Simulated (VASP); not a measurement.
# Hg (I4/mmm) in VASP: single point with PBE

Aim: the single point of Hg with PBE.

All numbers are computed with VASP 6.6.1; they aren't measurements. Logs are shortened: lines on timing, memory, paths and dates and some standing lists are left out, and cuts for length are marked.

### Step 1. The cell of the first run

Symmetry: I4/mmm, No. 139, tetragonal system. Conventional cell: a = 3.890 Å, b = 3.890 Å, c = 3.872 Å, α = 90.00°, β = 90.00°, γ = 90.00°. Hg (site symmetry 4/mmm) has 14 Hg at 3.36 to 3.89 Å within 4.4 Å.

### Step 2. Single point, PBE

Contents of INCAR:

```
PREC = Accurate
ENCUT = 520
EDIFF = 1E-6
ISMEAR = 0
SIGMA = 0.1
LREAL = False
LASPH = True
NELM = 60
ALGO = Fast
ISIF = 2
LWAVE = False
LCHARG = False
GGA = PE
NBANDS = 32
```

Contents of KPOINTS:

```
Automatic mesh
0
Gamma
  12 12 12
```

Contents of POSCAR:

```
Hg
1.0
   -2.7504011200      2.7504011200      3.8723572177
    2.7504011200     -2.7504011200      3.8723572177
    2.7504011200      2.7504011200     -3.8723572177
Hg
4
Direct
    0.8750000000      0.3750000000      1.0000000000
    0.3750000000      0.8750000000      0.0000000000
    0.6250000000      0.6250000000      0.5000000000
    0.1250000000      0.1250000000      0.5000000000
```

Potentials or basis: VASP PAW PBE potentials, release 64 (Hg).

Run with:

```
$ cat potpaw_PBE.64/Hg/POTCAR > POTCAR
$ mpirun -np 1 vasp_std > vasp.out
```

OUTCAR:

```text
PREC = Accurate
   ENCUT = 520
   EDIFF = 1E-6
   ISMEAR = 0
   LREAL = False
   LASPH = True
   NELM = 60
   ISIF = 2
   GGA = PE

 ion  position               nearest neighbor table
   1  0.875  0.375  0.000-   3 3.36   4 3.36   3 3.36   4 3.36   3 3.36   4 3.36   3 3.36   4 3.36
                             2 3.87   2 3.87
   2  0.375  0.875  0.000-   3 3.36   4 3.36   3 3.36   4 3.36   4 3.36   3 3.36   4 3.36   3 3.36
                             1 3.87   1 3.87
   3  0.625  0.625  0.500-   1 3.36   2 3.36   1 3.36   2 3.36   2 3.36   1 3.36   2 3.36   1 3.36
                             4 3.87   4 3.87
   4  0.125  0.125  0.500-   1 3.36   2 3.36   1 3.36   2 3.36   1 3.36   2 3.36   1 3.36   2 3.36
                             3 3.87   3 3.87
[... 7 lines left out ...]
 A1 = (  -2.7504011200,   2.7504011200,   3.8723572177)
 A2 = (   2.7504011200,  -2.7504011200,   3.8723572177)
 A3 = (   2.7504011200,   2.7504011200,  -3.8723572177)

Analysis of symmetry for initial positions (statically):
=====================================================================
 Subroutine PRICEL returns following result:

  LATTYP: Found a body centered tetragonal cell.
 ALAT       =     3.8896545659
 C/A-ratio  =     0.9955529860

  Lattice vectors:

 A1 = (  -0.0000000000,  -2.7504011200,  -1.9361786088)
 A2 = (   0.0000000000,   2.7504011200,  -1.9361786088)
 A3 = (   2.7504011200,  -0.0000000000,   1.9361786088)

   4 primitive cells build up your supercell.

 Routine SETGRP: Setting up the symmetry group for a
 body centered tetragonal supercell.

 Subroutine GETGRP returns: Found 16 space group operations
 (whereof  8 operations were pure point group operations)
 out of a pool of 16 trial point group operations.

The static configuration has the point symmetry D_2d.
 The point group associated with its full space group is D_4h.

Analysis of symmetry for dynamics (positions and initial velocities):
=====================================================================
 Subroutine PRICEL returns following result:

  LATTYP: Found a body centered tetragonal cell.
 ALAT       =     3.8896545659
 C/A-ratio  =     0.9955529860

  Lattice vectors:

 A1 = (  -0.0000000000,  -2.7504011200,  -1.9361786088)
 A2 = (   0.0000000000,   2.7504011200,  -1.9361786088)
 A3 = (   2.7504011200,  -0.0000000000,   1.9361786088)
[... 101 lines left out ...]
   ISTART =      0    job   : 0-new  1-cont  2-samecut
   ICHARG =      2    charge: 1-file 2-atom 10-const
   ISPIN  =      1    spin polarized calculation?
   LNONCOLLINEAR =      F non collinear calculations
   LSORBIT =      F    spin-orbit coupling
   LASPH  =      T    aspherical Exc in radial PAW
   ENCUT  =  520.0 eV  38.22 Ry    6.18 a.u.  10.21 10.21 10.21*2*pi/ulx,y,z
   NELM   =     60;   NELMIN=  2; NELMDL= -5     # of ELM steps
   EDIFF  = 0.1E-05   stopping-criterion for ELM
   LREAL  =      F    real-space projection
   EDIFFG = 0.1E-04   stopping-criterion for IOM
   NSW    =      0    number of steps for IOM
   IBRION =     -1    ionic relax: 0-MD 1-quasi-New 2-CG
   NFREE  =      0    steps in history (QN), initial steepest desc. (CG)
   ISIF   =      2    stress and relaxation
   ISYM   =      2    0-nonsym 1-usesym 2-fastsym
   POTIM  = 0.5000    time-step for ionic-motion
   TEBEG  =    0.0;   TEEND  =   0.0 temperature during run
   PSTRESS=    0.0 pullay stress
   NELECT =      48.0000    total number of electrons
   NUPDOWN=      -1.0000    fix difference up-down
   EMIN   =  10.00;   EMAX   =-10.00  energy-range for DOS
   EFERMI =   0.00;   METHOD = LEGACY
   ISMEAR =     0;   SIGMA  =   0.10  broadening in eV -4-tet -1-fermi 0-gaus
   EFERMI_NEDOS =   21; number of points for ismear=-14 and -15
   IALGO  =     68    algorithm
   IMIX   =      4    mixing-type and parameters
     AMIX     =   0.40;   BMIX     =  1.00
     AMIX_MAG =   1.60;   BMIX_MAG =  1.00
  volume/ion in A,a.u.               =      29.29       197.68
  Fermi-wavevector in a.u.,A,eV,Ry     =   1.215848  2.297620 20.113319  1.478287
  Thomas-Fermi vector in A             =   2.351222
   LORBIT       =      0    0 simple, 1 ext, 2 COOP (PROOUT), +10 PAW based schemes
   GGA     = PE    functional components
   LHFCALC =     F    Hartree Fock is set to
   AEXX    =    0.0000 exact exchange contribution
   IVDW    =     0    specifies the selected vdW correction
   LEPSILON=     F    determine dielectric tensor
   LRPA    =     F    only Hartree local field effects (RPA)
 non-spin polarized calculation
 RMM-DIIS sequential band-by-band and
 Gauss-broadening in eV      SIGMA  =   0.10
  energy-cutoff  :      520.00
  volume of cell :      117.17
 maximum number of plane-waves:      3178
 NGX is ok and might be reduce to    42
   NGX = 21   NGY = 21   NGZ = 21

 number of electron      48.0000015 magnetization

 Free energy of the ion-electron system (eV)
  ---------------------------------------------------
  ext. energy  EPLUGINS =         0.00000000
  ---------------------------------------------------
  free energy    TOTEN  =        -0.72615691 eV

  energy without entropy =       -0.72303497  energy(sigma->0) =       -0.72459594

 E-fermi :   1.2719     XC(G=0):  -9.6946

 val. band max:        1.2329890435   @ k =   0.4167   0.3333   0.0000
 cond. band min:       1.3129269537   @ k =  -0.4167   0.5000   0.4167
 fundamental gap:      0.0799379102
 Fermi energy:         1.2718617916

 k-point     1 :       0.0000    0.0000    0.0000
  band No.  band energies     occupation
      1      -6.2177      2.00000
      2      -5.6895      2.00000
      3      -5.6886      2.00000
      4      -5.2753      2.00000
      5      -5.2670      2.00000
      6      -5.2670      2.00000
[... 829 lines left out ...]
     31       8.3941      0.00000
     32       8.8680      0.00000

 [... further k-points ...]
[... 5 lines left out ...]
  --------------------------------------------------------------------------------------
  -------------------------------------------------------------------------------------
  Total        0.0327505      0.0327505      0.0405496      0.0000000      0.0000000     -0.0000000
  in kB        0.4478180      0.4478180      0.5544589      0.0000000      0.0000000     -0.0000000
  external PRESSURE =       0.4833649 kB  Pullay stress =       0.0000000 kB

 VOLUME and BASIS-vectors are now :
 -----------------------------------------------------------------------------
  energy-cutoff  :      520.00
  volume of cell :      117.17
      direct lattice vectors                 reciprocal lattice vectors
    -2.750401120  2.750401120  3.872357218     0.000000000  0.181791665  0.129120319
     2.750401120 -2.750401120  3.872357218     0.181791665  0.000000000  0.129120319
     2.750401120  2.750401120 -3.872357218     0.181791665  0.181791665  0.000000000

 POSITION                                       TOTAL-FORCE (eV/Angst)
 -----------------------------------------------------------------------------------
     -1.37520      1.37520      4.84045        -0.000000      0.000000     -0.000000
      1.37520     -1.37520      4.84045        -0.000000     -0.000000     -0.000000
      1.37520      1.37520      2.90427        -0.000000     -0.000000      0.000000
      1.37520      1.37520     -0.96809         0.000000      0.000000     -0.000000
 -----------------------------------------------------------------------------------
    total drift:                                0.000000     -0.000000      0.000000

  FREE ENERGIE OF THE ION-ELECTRON SYSTEM (eV)
  ---------------------------------------------------
  free  energy   TOTEN  =        -0.7261569084 eV

  energy  without entropy=       -0.7230349732  energy(sigma->0) =       -0.72459594
```

OSZICAR:

```text
N       E                     dE             d eps       ncg     rms          rms(c)
DAV:   1     0.379924663598E+03    0.37992E+03   -0.23685E+04 10432   0.141E+03
DAV:   2     0.115871250981E+02   -0.36834E+03   -0.34581E+03 10792   0.368E+02
DAV:   3    -0.726134462463E+00   -0.12313E+02   -0.12170E+02 12048   0.710E+01
DAV:   4    -0.779412866179E+00   -0.53278E-01   -0.53270E-01 10896   0.394E+00
DAV:   5    -0.779520467179E+00   -0.10760E-03   -0.10760E-03 12352   0.184E-01    0.355E+00
RMM:   6    -0.727002733671E+00    0.52518E-01   -0.14740E-01 10436   0.256E+00    0.289E+00
RMM:   7    -0.725370983184E+00    0.16318E-02   -0.31455E-02 10537   0.893E-01    0.135E+00
RMM:   8    -0.726062630418E+00   -0.69165E-03   -0.40764E-03 10574   0.621E-01    0.810E-02
RMM:   9    -0.726126302759E+00   -0.63672E-04   -0.64691E-04 10736   0.167E-01    0.410E-02
RMM:  10    -0.726157575509E+00   -0.31273E-04   -0.12394E-04 10779   0.102E-01    0.142E-02
RMM:  11    -0.726156908352E+00    0.66716E-06   -0.54236E-06 10129   0.159E-02
   1 F= -.72615691E+00 E0= -.72459594E+00  d E =-.312194E-02
```

It took 8 min on 1 thread of Intel Xeon Platinum 8259CL at 2.50GHz (Skylake/Cascade Lake), shared host; peak memory 0.57 GiB.

Results:

```
Free energy            : -0.7262 eV
Pressure               : 0.0 GPa
Band gap on the k mesh : zero (bands 24 and 25 overlap by 2.30 eV)
```

Caveat: spin-orbit coupling is left out, which moves the levels of the heavy elements.

The gap in the log of VASP goes by the Fermi energy; the results here count the filled bands.